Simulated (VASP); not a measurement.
# MgSe (Fm-3m) in VASP: notebook, part 2 of 2

VASP 6.6.1.

## 3. Single point, PBE-based screened hybrid

POSCAR reads:

```
MgSe
1.0
    0.0000000000      2.7254991651      2.7254991651
    2.7254991651      0.0000000000      2.7254991651
    2.7254991651      2.7254991651      0.0000000000
Mg Se
1 1
Direct
    0.0000000000      0.0000000000      0.0000000000
    0.5000000000      0.5000000000      0.5000000000
```

INCAR.step1 reads:

```
  PREC = Accurate
  ENCUT = 520
  EDIFF = 1E-5
  ISMEAR = 0
  SIGMA = 0.05
  LREAL = F
  LASPH = T
  NELM = 120
  ALGO = Normal
  ISIF = 2
  LWAVE = T
  NBANDS = 11
  GGA = PE
  GGA_COMPAT = F
```

INCAR.step2 reads:

```
  PREC = Accurate
  ENCUT = 520
  EDIFF = 1E-6
  ISMEAR = 0
  SIGMA = 0.05
  LREAL = F
  LASPH = T
  NELM = 120
  ALGO = Normal
  ISIF = 2
  LWAVE = F
  LCHARG = T
  GGA = PE
  LHFCALC = T
  AEXX = 0.45
  HFSCREEN = 0.5
  PRECFOCK = Normal
  LELF = T
  LVHAR = T
  NBANDS = 11
  ISTART = 1
  GGA_COMPAT = F
```

KPOINTS reads:

```
Automatic mesh
0
Gamma
  4 4 4
```

Potentials or basis: VASP PAW PBE potentials, release 64 (Mg, Se).

On the command line:

```sh
$ cat potpaw_PBE.64/Mg/POTCAR potpaw_PBE.64/Se/POTCAR > POTCAR
$ cp INCAR.step1 INCAR
$ mpirun -np 1 vasp_std > vasp.out
$ cp INCAR.step2 INCAR
$ mpirun -np 1 vasp_std > vasp.out
```

OUTCAR:

```text
PREC = Accurate
   ENCUT = 520
   EDIFF = 1E-6
   ISMEAR = 0
   LREAL = F
   LASPH = T
   NELM = 120
   ISIF = 2
   GGA = PE
   LHFCALC = T
   AEXX = 0.45
   HFSCREEN = 0.5
   PRECFOCK = Normal
   ISTART = 1

 ion  position               nearest neighbor table
   1  0.000  0.000  0.000-   2 2.73   2 2.73   2 2.73   2 2.73   2 2.73   2 2.73
   2  0.500  0.500  0.500-   1 2.73   1 2.73   1 2.73   1 2.73   1 2.73   1 2.73

  LATTYP: Found a face centered cubic cell.
 ALAT       =     5.4509983302

  Lattice vectors:

 A1 = (   0.0000000000,   2.7254991651,   2.7254991651)
 A2 = (   2.7254991651,   0.0000000000,   2.7254991651)
 A3 = (   2.7254991651,   2.7254991651,   0.0000000000)

Analysis of symmetry for initial positions (statically):
=====================================================================
 Subroutine PRICEL returns:
 Original cell was already a primitive cell.

 Routine SETGRP: Setting up the symmetry group for a
 face centered cubic supercell.

 Subroutine GETGRP returns: Found 48 space group operations
 (whereof 48 operations were pure point group operations)
 out of a pool of 48 trial point group operations.

The static configuration has the point symmetry O_h .

Analysis of symmetry for dynamics (positions and initial velocities):
=====================================================================
 Subroutine PRICEL returns:
 Original cell was already a primitive cell.

 Routine SETGRP: Setting up the symmetry group for a
 face centered cubic supercell.

 Subroutine GETGRP returns: Found 48 space group operations
 (whereof 48 operations were pure point group operations)
 out of a pool of 48 trial point group operations.

The dynamic configuration has the point symmetry O_h .

 Subroutine INISYM returns: Found 48 space group operations
 (whereof 48 operations are pure point group operations),
 and found     1 'primitive' translations

----------------------------------------------------------------------------------------

                                     Primitive cell

  volume of cell :      40.4919

  direct lattice vectors                    reciprocal lattice vectors
     0.000000000  2.725499165  2.725499165    -0.183452634  0.183452634  0.183452634
     2.725499165  0.000000000  2.725499165     0.183452634 -0.183452634  0.183452634
     2.725499165  2.725499165  0.000000000     0.183452634  0.183452634 -0.183452634

  length of vectors
     3.854437884  3.854437884  3.854437884     0.317749282  0.317749282  0.317749282

  position of ions in fractional coordinates (direct lattice)
     0.000000000  0.000000000  0.000000000
     0.500000000  0.500000000  0.500000000

  ion indices of the primitive-cell ions
   primitive index   ion index
                 1           1
                 2           2

----------------------------------------------------------------------------------------

 KPOINTS: Automatic mesh

Automatic generation of k-mesh.
 Grid dimensions read from file:
 generate k-points for:    4    4    4

 Generating k-lattice:

  Cartesian coordinates                     Fractional coordinates (reciprocal lattice)
    -0.045863158  0.045863158  0.045863158     0.250000000  0.000000000  0.000000000
     0.045863158 -0.045863158  0.045863158     0.000000000  0.250000000  0.000000000
[... 30 lines left out ...]
   NGXF,Y,Z  is equivalent  to a cutoff of  25.88, 25.88, 25.88 a.u.
 SYSTEM =  unknown system
   PREC   = accura    normal or accurate (medium, high low for compatibility)
   ISTART =      1    job   : 0-new  1-cont  2-samecut
   ICHARG =      0    charge: 1-file 2-atom 10-const
   ISPIN  =      1    spin polarized calculation?
   LNONCOLLINEAR =      F non collinear calculations
   LSORBIT =      F    spin-orbit coupling
   LASPH  =      T    aspherical Exc in radial PAW
   ENCUT  =  520.0 eV  38.22 Ry    6.18 a.u.   7.17  7.17  7.17*2*pi/ulx,y,z
   NELM   =    120;   NELMIN=  2; NELMDL=  0     # of ELM steps
   EDIFF  = 0.1E-05   stopping-criterion for ELM
   LREAL  =      F    real-space projection
   EDIFFG = 0.1E-04   stopping-criterion for IOM
   NSW    =      0    number of steps for IOM
   IBRION =     -1    ionic relax: 0-MD 1-quasi-New 2-CG
   NFREE  =      0    steps in history (QN), initial steepest desc. (CG)
   ISIF   =      2    stress and relaxation
   ISYM   =      3    0-nonsym 1-usesym 2-fastsym
   POTIM  = 0.5000    time-step for ionic-motion
   TEBEG  =    0.0;   TEEND  =   0.0 temperature during run
   PSTRESS=    0.0 pullay stress
   NELECT =       8.0000    total number of electrons
   NUPDOWN=      -1.0000    fix difference up-down
   EMIN   =  10.00;   EMAX   =-10.00  energy-range for DOS
   EFERMI =   0.00;   METHOD = LEGACY
   ISMEAR =     0;   SIGMA  =   0.05  broadening in eV -4-tet -1-fermi 0-gaus
   EFERMI_NEDOS =   21; number of points for ismear=-14 and -15
   IALGO  =     38    algorithm
   IMIX   =      1    mixing-type and parameters
     AMIX     =   0.40;   BMIX     =  1.00
     AMIX_MAG =   1.60;   BMIX_MAG =  1.00
  volume/ion in A,a.u.               =      20.25       136.63
  Fermi-wavevector in a.u.,A,eV,Ry     =   0.953488  1.801832 12.369604  0.909140
  Thomas-Fermi vector in A             =   2.082148
   LORBIT       =      0    0 simple, 1 ext, 2 COOP (PROOUT), +10 PAW based schemes
   GGA     = PE    functional components
   LHFCALC =     T    Hartree Fock is set to
   PRECFOCK=normal    Normal, Fast or Accurate (Low or Medium for compatibility)
   ENCUT4O =  -1.0   cutoff for four orbital integrals eV
   NKREDX  =     1    reduce k-point grid by
   NKREDY  =     1    reduce k-point grid by
   NKREDZ  =     1    reduce k-point grid by
   AEXX    =    0.4500 exact exchange contribution
   HFSCREEN=    0.5000 screening length (either q_TF or 0.3 A-1)
   HFSCREENC=   0.5000 screening length for correlation (either q_TF or 0.3 A-1)
   ENCUTFOCK=  -1.0 apply spherical cutoff to Coloumb kernel
   IVDW    =     0    specifies the selected vdW correction
   LEPSILON=     F    determine dielectric tensor
   LRPA    =     F    only Hartree local field effects (RPA)
 non-spin polarized calculation
 Gauss-broadening in eV      SIGMA  =   0.05
  energy-cutoff  :      520.00
  volume of cell :       40.49
 maximum number of plane-waves:      1106
 NGX is ok and might be reduce to    30
  NGX = 24; NGY = 24; NGZ = 24

 number of electron       8.0000001 magnetization

 Free energy of the ion-electron system (eV)
  ---------------------------------------------------
  ext. energy  EPLUGINS =         0.00000000
  ---------------------------------------------------
  free energy    TOTEN  =        -8.74407941 eV

  energy without entropy =       -8.74407941  energy(sigma->0) =       -8.74407941

 E-fermi :   2.8892     XC(G=0):  -7.3539

 val. band max:        2.6753193887   @ k =   0.0000   0.0000   0.0000
 cond. band min:       5.1840980253   @ k =   0.5000   0.5000   0.0000
 fundamental gap:      2.5087786366
 Fermi energy:         2.8891586592

 k-point     1 :       0.0000    0.0000    0.0000
  band No.  band energies     occupation
      1     -11.8103      2.00000
      2       2.6753      2.00000
      3       2.6753      2.00000
      4       2.6753      2.00000
      5       6.2261      0.00000
      6      10.9671      0.00000
      7      10.9671      0.00000
      8      10.9671      0.00000
      9      13.6773      0.00000
     10      13.6774      0.00000
     11      14.6709      0.00000
[... 85 lines left out ...]
 k-point     8 :      -0.2500    0.5000    0.2500
  band No.  band energies     occupation
      1     -10.1355      2.00000
      2      -0.8886      2.00000
      3      -0.8886      2.00000
      4      -0.0047      2.00000
      5       8.0186      0.00000
      6      10.6525      0.00000
      7      11.1632      0.00000
      8      11.1632      0.00000
      9      17.1679      0.00000
     10      17.1679      0.00000
     11      18.8583      0.00000

------------------------ aborting loop because EDIFF is reached ----------------------------------------

  FORCE on cell =-STRESS in cart. coord.  units (eV):
  Direction    XX          YY          ZZ          XY          YZ          ZX
  --------------------------------------------------------------------------------------
  -------------------------------------------------------------------------------------
  Total        0.0615466      0.0615466      0.0615466     -0.0000000     -0.0000000     -0.0000000
  in kB        2.4352668      2.4352668      2.4352668     -0.0000000     -0.0000000     -0.0000000
  external PRESSURE =       2.4352668 kB  Pullay stress =       0.0000000 kB

 VOLUME and BASIS-vectors are now :
 -----------------------------------------------------------------------------
  energy-cutoff  :      520.00
  volume of cell :       40.49
      direct lattice vectors                 reciprocal lattice vectors
     0.000000000  2.725499165  2.725499165    -0.183452634  0.183452634  0.183452634
     2.725499165  0.000000000  2.725499165     0.183452634 -0.183452634  0.183452634
     2.725499165  2.725499165  0.000000000     0.183452634  0.183452634 -0.183452634

 POSITION                                       TOTAL-FORCE (eV/Angst)
 -----------------------------------------------------------------------------------
      0.00000      0.00000      0.00000        -0.000000      0.000000      0.000000
      2.72550      2.72550      2.72550         0.000000     -0.000000     -0.000000
 -----------------------------------------------------------------------------------
    total drift:                                0.000001     -0.000002     -0.000003

  FREE ENERGIE OF THE ION-ELECTRON SYSTEM (eV)
  ---------------------------------------------------
  free  energy   TOTEN  =        -8.7440794137 eV

  energy  without entropy=       -8.7440794137  energy(sigma->0) =       -8.74407941
```

Wall time 76 s (1 thread of Intel Xeon 6975P-C (Granite Rapids), shared host); peak memory 0.28 GiB.

What came out:

```
Free energy            : -8.7441 eV
Pressure               : 0.2 GPa
Band gap on the k mesh : 2.51 eV, indirect (least direct gap 3.55 eV)
```

Caveat: the k points lie up to 0.50 Å⁻¹ apart; the PAW data sets were made with another functional, which shifts forces and pressure a little. A k mesh can miss the band edges.

## 4. Single point, HSE06

POSCAR is that of step 3.

INCAR.step1 reads:

```
PREC = Accurate ; ENCUT = 520
EDIFF = 1E-5 ; ISMEAR = 0
SIGMA = 0.05 ; LREAL = False
LASPH = True ; NELM = 120
ALGO = Normal ; ISIF = 2
LWAVE = True ; LCHARG = False
NBANDS = 11 ; GGA = PE
GGA_COMPAT = False
```

INCAR.step2 reads:

```
PREC = Accurate ; ENCUT = 520
EDIFF = 1E-6 ; ISMEAR = 0
SIGMA = 0.05 ; LREAL = False
LASPH = True ; NELM = 120
ALGO = Normal ; ISIF = 2
LWAVE = False ; LCHARG = False
GGA = PE ; LHFCALC = True
HFSCREEN = 0.2079 ; PRECFOCK = Normal
NBANDS = 11 ; ISTART = 1
GGA_COMPAT = False
```

KPOINTS is that of step 3.

On the command line:

```sh
$ cat potpaw_PBE.64/Mg/POTCAR potpaw_PBE.64/Se/POTCAR > POTCAR
$ cp INCAR.step1 INCAR
$ mpirun -np 1 vasp_std > vasp.out
$ cp INCAR.step2 INCAR
$ mpirun -np 1 vasp_std > vasp.out
```

Wall time 71 s (1 thread of Intel Xeon 6975P-C (Granite Rapids), shared host); peak memory 0.28 GiB.

Results (log left out):

```yaml
Free_energy: -8.7086 eV
Pressure: 0.6 GPa
Band_gap_on_the_k_mesh: 2.64 eV, indirect (least direct gap 3.60 eV)
```

Levels at points of the mesh, in eV from the valence-band top:
```csv
k point,band 1,band 2,band 3,band 4,band 5,band 6,band 7,band 8
"(0.00, 0.00, 0.00)",-14.15,0.00,0.00,0.00,3.60,8.43,8.43,8.43
"(0.50, 0.00, 0.00)",-12.89,-5.38,-0.63,-0.63,4.75,7.10,7.10,9.91
"(0.50, 0.50, 0.00)",-12.53,-4.65,-1.95,-1.95,2.64,4.80,13.15,13.60
```

Caveat: the k points lie up to 0.50 Å⁻¹ apart; the PAW data sets were made with another functional, which shifts forces and pressure a little. A k mesh can miss the band edges.

## 5. Single point, PBE-based global hybrid

POSCAR is that of step 4.

INCAR.step1 reads:

```
SYSTEM = MgSe
  PREC = Accurate
  ENCUT = 520
  EDIFF = 1E-5
  ISMEAR = 0
  SIGMA = 0.05
  LREAL = .FALSE.
  LASPH = .TRUE.
  NELM = 120
  ALGO = Normal
  ISIF = 2
  LWAVE = .TRUE.
  LCHARG = .FALSE.
  GGA = PE
  NBANDS = 11
  GGA_COMPAT = .FALSE.
```

INCAR.step2 reads:

```
SYSTEM = MgSe
  PREC = Accurate
  ENCUT = 520
  EDIFF = 1E-6
  ISMEAR = 0
  SIGMA = 0.05
  LREAL = .FALSE.
  LASPH = .TRUE.
  NELM = 120
  ALGO = Normal
  ISIF = 2
  LWAVE = .FALSE.
  LCHARG = .FALSE.
  GGA = PE
  LHFCALC = .TRUE.
  AEXX = 0.05
  PRECFOCK = Normal
  ISTART = 1
  NBANDS = 11
  GGA_COMPAT = .FALSE.
```

KPOINTS reads:

```
regular mesh
0
G
  4 4 4
  0 0 0
```

On the command line:

```sh
$ cat potpaw_PBE.64/Mg/POTCAR potpaw_PBE.64/Se/POTCAR > POTCAR
$ cp INCAR.step1 INCAR
$ mpirun -np 1 vasp_std > vasp.out
$ cp INCAR.step2 INCAR
$ mpirun -np 1 vasp_std > vasp.out
```

Run time: 44 s. Hardware: 1 thread of Intel Xeon 6975P-C (Granite Rapids), shared host; peak memory 0.18 GiB.

It converged, with:

```yaml
Free_energy: -7.7805 eV
Pressure: 2.0 GPa
Band_gap_on_the_k_mesh: 2.09 eV, indirect (least direct gap 2.93 eV)
```

Levels at points of the mesh, in eV from the valence-band top:
```
           k point  band 1  band 2  band 3  band 4  band 5  band 6  band 7  band 8  band 9
(0.00, 0.00, 0.00)  -13.20    0.00    0.00    0.00    2.93    7.75    7.75    7.75   10.34
(0.50, 0.00, 0.00)  -12.04   -5.06   -0.60   -0.60    4.14    6.43    6.43    9.01   11.86
(0.50, 0.50, 0.00)  -11.71   -4.37   -1.83   -1.83    2.09    4.25   12.18   12.61   12.61
```

Caveat: the k points lie up to 0.50 Å⁻¹ apart; the PAW data sets were made with another functional, which shifts forces and pressure a little. A k mesh can miss the band edges.

## 6. The runs side by side

```csv
level,potentials or basis,k mesh,cutoff (eV),grid for exact exchange (PRECFOCK),share of exact exchange,screening parameter,gap on the mesh (eV),pressure (GPa)
LDA,"VASP PAW LDA potentials, release 64 (Mg, Se)",8 × 8 × 8,600,-,-,-,1.65,-2.4
PBE-based screened hybrid,"VASP PAW PBE potentials, release 64 (Mg, Se)",4 × 4 × 4,520,Normal,0.45,0.5 1/Å,2.51,0.2
HSE06,"VASP PAW PBE potentials, release 64 (Mg, Se)",4 × 4 × 4,520,Normal,-,0.2079 1/Å,2.64,0.6
PBE-based global hybrid,"VASP PAW PBE potentials, release 64 (Mg, Se)",4 × 4 × 4,520,Normal,0.05,-,2.09,2.0
```

Alike in all rows: task single point; no spin polarisation; cell as given; smearing gaussian 0.05 eV.

Caveats: some runs use coarse meshes; the PAW data sets were made with another functional, which shifts forces and pressure a little (some runs).

Total energies depend on the potentials used, so only differences within one code and one set of settings carry meaning.
